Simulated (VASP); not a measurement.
# TaN (I4/mmm) in VASP: further runs

Runs on TaN. Level: PBE. Tasks: single point.

All numbers are computed with VASP 6.6.1; they aren't measurements. Logs are shortened: lines on timing, memory, paths and dates and some standing lists are left out, and cuts for length are marked.

## (1) The cell of the first run

The structure is tetragonal, space group I4/mmm (No. 139). Conventional cell: a = 3.030 Å, b = 3.030 Å, c = 4.351 Å, α = 90.00°, β = 90.00°, γ = 90.00°. Within 2.8 Å of Ta (site symmetry 4/mmm) lie 6 N at 2.14 to 2.18 Å. N (site symmetry 4/mmm) has 6 Ta at 2.14 to 2.18 Å within 2.8 Å.

## (2) Single point, PBE (strain -0.030 along x and y, -0.015 along z)

File INCAR:

```
PREC     = Accurate       # precision mode
ENCUT    = 520            # plane-wave cutoff, eV
EDIFF    = 1E-6           # SCF threshold, eV
ISMEAR   = 0              # smearing method
SIGMA    = 0.15           # smearing width, eV
LREAL    = False          # projectors in reciprocal space
LASPH    = True           # aspherical terms in the spheres
NELM     = 80             # most SCF steps
ALGO     = Normal         # electronic algorithm
ISIF     = 2              # what is computed and relaxed
LWAVE    = False          # write WAVECAR
LCHARG   = False          # write CHGCAR
GGA      = PE             # functional
NBANDS   = 15             # bands
```

File KPOINTS:

```
Automatic mesh
0
Gamma
  24 24 24
```

File POSCAR:

```
TaN
1.0
    0.0000000000      2.1423757347      2.1755052563
    2.1423757347      0.0000000000      2.1755052563
    2.1423757347      2.1423757347      0.0000000000
Ta N
1 1
Direct
    0.5000000000      0.5000000000      0.5000000000
    0.0000000000      0.0000000000      0.0000000000
```

Potentials or basis: VASP PAW PBE potentials, release 64 (Ta_pv, N).

Started as:

```
$ cat potpaw_PBE.64/Ta_pv/POTCAR potpaw_PBE.64/N/POTCAR > POTCAR
$ mpirun -np 1 vasp_std > vasp.out
```

OUTCAR:

```text
PREC = Accurate
   ENCUT = 520
   EDIFF = 1E-6
   ISMEAR = 0
   LREAL = False
   LASPH = True
   NELM = 80
   ISIF = 2
   GGA = PE

 ion  position               nearest neighbor table
   1  0.500  0.500  0.500-   2 2.14   2 2.14   2 2.14   2 2.14   2 2.18   2 2.18
   2  0.000  0.000  0.000-   1 2.14   1 2.14   1 2.14   1 2.14   1 2.18   1 2.18

  LATTYP: Found a body centered tetragonal cell.
 ALAT       =     3.0297768197
 C/A-ratio  =     1.4360828442

  Lattice vectors:

 A1 = (  -2.1423757347,   0.0000000000,   2.1755052563)
 A2 = (   2.1423757347,   0.0000000000,   2.1755052563)
 A3 = (   0.0000000000,   2.1423757347,  -2.1755052563)

Analysis of symmetry for initial positions (statically):
=====================================================================
 Subroutine PRICEL returns:
 Original cell was already a primitive cell.

 Routine SETGRP: Setting up the symmetry group for a
 body centered tetragonal supercell.

 Subroutine GETGRP returns: Found 16 space group operations
 (whereof 16 operations were pure point group operations)
 out of a pool of 16 trial point group operations.

The static configuration has the point symmetry D_4h.

Analysis of symmetry for dynamics (positions and initial velocities):
=====================================================================
 Subroutine PRICEL returns:
 Original cell was already a primitive cell.

 Routine SETGRP: Setting up the symmetry group for a
 body centered tetragonal supercell.

 Subroutine GETGRP returns: Found 16 space group operations
 (whereof 16 operations were pure point group operations)
 out of a pool of 16 trial point group operations.

The dynamic configuration has the point symmetry D_4h.

 Subroutine INISYM returns: Found 16 space group operations
 (whereof 16 operations are pure point group operations),
 and found     1 'primitive' translations

----------------------------------------------------------------------------------------

                                     Primitive cell

  volume of cell :      19.9702

  direct lattice vectors                    reciprocal lattice vectors
     0.000000000  2.142375735  2.175505256    -0.233385765  0.233385765  0.229831667
     2.142375735  0.000000000  2.175505256     0.233385765 -0.233385765  0.229831667
     2.142375735  2.142375735  0.000000000     0.233385765  0.233385765 -0.229831667

  length of vectors
     3.053292798  3.053292798  3.029776820     0.402194513  0.402194513  0.402194513

  position of ions in fractional coordinates (direct lattice)
     0.500000000  0.500000000  0.500000000
     0.000000000  0.000000000  0.000000000

  ion indices of the primitive-cell ions
   primitive index   ion index
                 1           1
                 2           2

----------------------------------------------------------------------------------------

 KPOINTS: Automatic mesh

Automatic generation of k-mesh.
 Grid dimensions read from file:
 generate k-points for:   24   24   24

 Generating k-lattice:

  Cartesian coordinates                     Fractional coordinates (reciprocal lattice)
    -0.009724407  0.009724407  0.009576319     0.041666667  0.000000000  0.000000000
     0.009724407 -0.009724407  0.009576319     0.000000000  0.041666667  0.000000000
     0.009724407  0.009724407 -0.009576319     0.000000000  0.000000000  0.041666667

  Length of vectors
     0.016758105  0.016758105  0.016758105

  Shift w.r.t. Gamma in fractional coordinates (k-lattice)
     0.000000000  0.000000000  0.000000000

 Subroutine IBZKPT returns following result:
 ===========================================

 Found   1063 irreducible k-points:

 Following reciprocal coordinates:
            Coordinates               Weight
  0.000000  0.000000  0.000000      1.000000
  0.041667  0.000000  0.000000      8.000000
  0.083333  0.000000  0.000000      8.000000
  0.125000  0.000000  0.000000      8.000000
  0.166667  0.000000  0.000000      8.000000
  0.208333  0.000000  0.000000      8.000000
[... 16 lines left out ...]
  0.416667  0.041667  0.000000      8.000000
  0.458333  0.041667  0.000000      8.000000
 [... further k-points ...]
   k-points           NKPTS =   1063   k-points in BZ     NKDIM =   1063   number of bands    NBANDS=     15
   number of dos      NEDOS =    301   number of ions     NIONS =      2
   total plane-waves  NPLWV =  13824
   dimension x,y,z NGX =    24 NGY =   24 NGZ =   24
   dimension x,y,z NGXF=    48 NGYF=   48 NGZF=   48
   ions per type =               1   1
   NGX,Y,Z   is equivalent  to a cutoff of  13.07, 13.07, 13.17 a.u.
   NGXF,Y,Z  is equivalent  to a cutoff of  26.14, 26.14, 26.34 a.u.
 SYSTEM =  unknown system
   PREC   = accura    normal or accurate (medium, high low for compatibility)
   ISTART =      0    job   : 0-new  1-cont  2-samecut
   ICHARG =      2    charge: 1-file 2-atom 10-const
   ISPIN  =      1    spin polarized calculation?
   LNONCOLLINEAR =      F non collinear calculations
   LSORBIT =      F    spin-orbit coupling
   LASPH  =      T    aspherical Exc in radial PAW
   ENCUT  =  520.0 eV  38.22 Ry    6.18 a.u.   5.68  5.68  5.63*2*pi/ulx,y,z
   NELM   =     80;   NELMIN=  2; NELMDL= -5     # of ELM steps
   EDIFF  = 0.1E-05   stopping-criterion for ELM
   LREAL  =      F    real-space projection
   EDIFFG = 0.1E-04   stopping-criterion for IOM
   NSW    =      0    number of steps for IOM
   IBRION =     -1    ionic relax: 0-MD 1-quasi-New 2-CG
   NFREE  =      0    steps in history (QN), initial steepest desc. (CG)
   ISIF   =      2    stress and relaxation
   ISYM   =      2    0-nonsym 1-usesym 2-fastsym
   POTIM  = 0.5000    time-step for ionic-motion
   TEBEG  =    0.0;   TEEND  =   0.0 temperature during run
   PSTRESS=    0.0 pullay stress
   NELECT =      16.0000    total number of electrons
   NUPDOWN=      -1.0000    fix difference up-down
   EMIN   =  10.00;   EMAX   =-10.00  energy-range for DOS
   EFERMI =   0.00;   METHOD = LEGACY
   ISMEAR =     0;   SIGMA  =   0.15  broadening in eV -4-tet -1-fermi 0-gaus
   EFERMI_NEDOS =   21; number of points for ismear=-14 and -15
   IALGO  =     38    algorithm
   IMIX   =      4    mixing-type and parameters
     AMIX     =   0.40;   BMIX     =  1.00
     AMIX_MAG =   1.60;   BMIX_MAG =  1.00
  volume/ion in A,a.u.               =       9.99        67.38
  Fermi-wavevector in a.u.,A,eV,Ry     =   1.520504  2.873337 31.455768  2.311934
  Thomas-Fermi vector in A             =   2.629346
   LORBIT       =      0    0 simple, 1 ext, 2 COOP (PROOUT), +10 PAW based schemes
   GGA     = PE    functional components
   LHFCALC =     F    Hartree Fock is set to
   AEXX    =    0.0000 exact exchange contribution
   IVDW    =     0    specifies the selected vdW correction
   LEPSILON=     F    determine dielectric tensor
   LRPA    =     F    only Hartree local field effects (RPA)
 non-spin polarized calculation
 Gauss-broadening in eV      SIGMA  =   0.15
  energy-cutoff  :      520.00
  volume of cell :       19.97
 maximum number of plane-waves:       550
   NGX = 11   NGY = 11   NGZ = 11

 number of electron      15.9999997 magnetization

 Free energy of the ion-electron system (eV)
  ---------------------------------------------------
  ext. energy  EPLUGINS =         0.00000000
  ---------------------------------------------------
  free energy    TOTEN  =       -21.67664099 eV

  energy without entropy =      -21.66717356  energy(sigma->0) =      -21.67190727

 E-fermi :  10.2790     XC(G=0): -13.7887

 val. band max:       10.2722900855   @ k =   0.2083   0.1667   0.0417
 cond. band min:      10.2812762637   @ k =   0.2083   0.1667   0.0417
 fundamental gap:      0.0089861782
 Fermi energy:        10.2789891600

 k-point     1 :       0.0000    0.0000    0.0000
  band No.  band energies     occupation
      1     -25.3843      2.00000
      2     -25.3770      2.00000
      3     -25.3770      2.00000
      4      -9.1152      2.00000
      5       6.2092      2.00000
      6       6.2923      2.00000
      7       6.2923      2.00000
      8       7.8545      2.00000
      9       8.0545      2.00000
     10       8.0545      2.00000
     11      10.1909      1.59351
     12      10.4686      0.07381
     13      12.4042      0.00000
     14      19.7047      0.00000
     15      22.7836      0.00000

 k-point     2 :       0.0417    0.0000    0.0000
  band No.  band energies     occupation
      1     -25.4003      2.00000
      2     -25.3833      2.00000
      3     -25.3786      2.00000
      4      -9.0669      2.00000
      5       5.9845      2.00000
      6       6.0756      2.00000
      7       6.1161      2.00000
      8       7.9618      2.00000
      9       8.1320      2.00000
     10       8.1658      2.00000
     11      10.3864      0.31143
     12      10.6682      0.00024
     13      12.5342      0.00000
     14      19.8489      0.00000
     15      22.7835      0.00000

 k-point     3 :       0.0833    0.0000    0.0000
  band No.  band energies     occupation
      1     -25.4589      2.00000
      2     -25.3895      2.00000
      3     -25.3830      2.00000
      4      -8.9245      2.00000
      5       5.3936      2.00000
      6       5.6308      2.00000
      7       5.6888      2.00000
      8       8.1922      2.00000
      9       8.3264      2.00000
     10       8.3966      2.00000
     11      10.9082      0.00000
     12      11.2014      0.00000
     13      12.8978      0.00000
     14      20.2676      0.00000
     15      22.7834      0.00000
[... 343 lines left out ...]
 k-point    23 :       0.4167    0.0417    0.0000
  band No.  band energies     occupation
      1     -26.3600      2.00000
      2     -25.4888      2.00000
      3     -25.4685      2.00000
      4      -6.1516      2.00000
      5      -0.0271      2.00000
      6       2.4029      2.00000
      7       2.5425      2.00000
      8      10.9957      0.00000
      9      11.9312      0.00000
     10      11.9925      0.00000
     11      15.3798      0.00000
     12      17.4431      0.00000
     13      17.7325      0.00000
     14      22.5715      0.00000
     15      22.9039      0.00000

 k-point    24 :       0.4583    0.0417    0.0000
  band No.  band energies     occupation
      1     -26.4197      2.00000
      2     -25.4991      2.00000
      3     -25.4704      2.00000
      4      -5.8803      2.00000
      5      -0.3833      2.00000
      6       2.2829      2.00000
      7       2.3665      2.00000
      8      11.6190      0.00000
      9      12.2682      0.00000
     10      12.3216      0.00000
     11      14.9204      0.00000
     12      18.1179      0.00000
     13      18.1485      0.00000
     14      22.5229      0.00000
     15      22.8745      0.00000

 [... further k-points ...]
[... 5 lines left out ...]
  --------------------------------------------------------------------------------------
  -------------------------------------------------------------------------------------
  Total        4.3808693      4.3808693      2.8352521      0.0000000     -0.0000000     -0.0000000
  in kB      351.4709727    351.4709727    227.4682866      0.0000000     -0.0000000     -0.0000000
  external PRESSURE =     310.1367440 kB  Pullay stress =       0.0000000 kB

 VOLUME and BASIS-vectors are now :
 -----------------------------------------------------------------------------
  energy-cutoff  :      520.00
  volume of cell :       19.97
      direct lattice vectors                 reciprocal lattice vectors
     0.000000000  2.142375735  2.175505256    -0.233385765  0.233385765  0.229831667
     2.142375735  0.000000000  2.175505256     0.233385765 -0.233385765  0.229831667
     2.142375735  2.142375735  0.000000000     0.233385765  0.233385765 -0.229831667

 POSITION                                       TOTAL-FORCE (eV/Angst)
 -----------------------------------------------------------------------------------
      2.14238      2.14238      2.17551         0.000000     -0.000000     -0.000000
      0.00000      0.00000      0.00000        -0.000000      0.000000      0.000000
 -----------------------------------------------------------------------------------
    total drift:                                0.000000     -0.000000     -0.000000

  FREE ENERGIE OF THE ION-ELECTRON SYSTEM (eV)
  ---------------------------------------------------
  free  energy   TOTEN  =       -21.6766409850 eV

  energy  without entropy=      -21.6671735620  energy(sigma->0) =      -21.67190727
```

It took 5.1 min on 1 thread of Intel Xeon 8259CL, shared host; peak memory 0.42 GiB.

Results:

```
Free energy            : -21.6766 eV
Pressure               : 31.0 GPa
Band gap on the k mesh : zero (bands 8 and 9 overlap by 4.27 eV)
```

Caveat: the cell differs from its parent crystal (strain -0.030 along x and y, -0.015 along z); the stress differs along the axes, from 23 to 35 GPa; spin-orbit coupling is left out, which moves the levels of the heavy elements.

## (3) Single point, PBE (strain -0.030 along x and y, +0.000 along z)

File INCAR:

```
SYSTEM = TaN
PREC     = Accurate       ! precision mode
ENCUT    = 520            ! plane-wave cutoff, eV
EDIFF    = 1E-7           ! SCF threshold, eV
ISMEAR   = 0              ! smearing method
SIGMA    = 0.15           ! smearing width, eV
LREAL    = .FALSE.        ! projectors in reciprocal space
LASPH    = .TRUE.         ! aspherical terms in the spheres
NELM     = 60             ! most SCF steps
ALGO     = Normal         ! electronic algorithm
ISIF     = 2              ! what is computed and relaxed
LWAVE    = .FALSE.        ! write WAVECAR
LCHARG   = .FALSE.        ! write CHGCAR
GGA      = PE             ! functional
NBANDS   = 15             ! bands
```

File KPOINTS:

```
Automatic mesh
0
G
  24 24 24
  0 0 0
```

File POSCAR:

```
TaN
1.0
    0.0000000000      2.1423757347      2.2086347780
    2.1423757347      0.0000000000      2.2086347780
    2.1423757347      2.1423757347      0.0000000000
Ta N
1 1
Direct
    0.5000000000      0.5000000000      0.5000000000
    0.0000000000      0.0000000000      0.0000000000
```

Potentials or basis: VASP PAW PBE potentials, release 64 (Ta_pv, N).

Started as:

```
$ cat potpaw_PBE.64/Ta_pv/POTCAR potpaw_PBE.64/N/POTCAR > POTCAR
$ mpirun -np 1 vasp_std > vasp.out
```

It took 4.8 min on 1 thread of Intel Xeon 8259CL, shared host; peak memory 0.42 GiB.

Results (log left out):

| Item | Value |
| --- | --- |
| Free energy | -21.7080 eV |
| Pressure | 24.9 GPa |
| Band gap on the k mesh | zero (bands 8 and 9 overlap by 4.16 eV) |

Stress tensor (GPa, compression positive):
```
32.12  0.00  0.00
 0.00 32.12  0.00
 0.00  0.00 10.48
```

Levels at points of the mesh, in eV from the Fermi level:
```tsv
k point	band 6	band 7	band 8	band 9	band 10	band 11
(0.00, 0.00, 0.00)	-3.92	-3.92	-2.50	-2.11	-2.11	-0.31
(0.50, 0.00, 0.00)	-7.96	-7.94	1.95	2.09	2.26	3.97
(0.50, 0.50, 0.00)	-5.77	-4.65	-4.65	2.26	3.81	3.81
(0.50, 0.00, 0.50)	-5.82	-4.87	-4.73	2.22	3.59	4.05
```

Caveat: the cell differs from its parent crystal (strain -0.030 along x and y, +0.000 along z); the stress differs along the axes, from 10 to 32 GPa; spin-orbit coupling is left out, which moves the levels of the heavy elements.

(Part 1 of 2 ends here.)
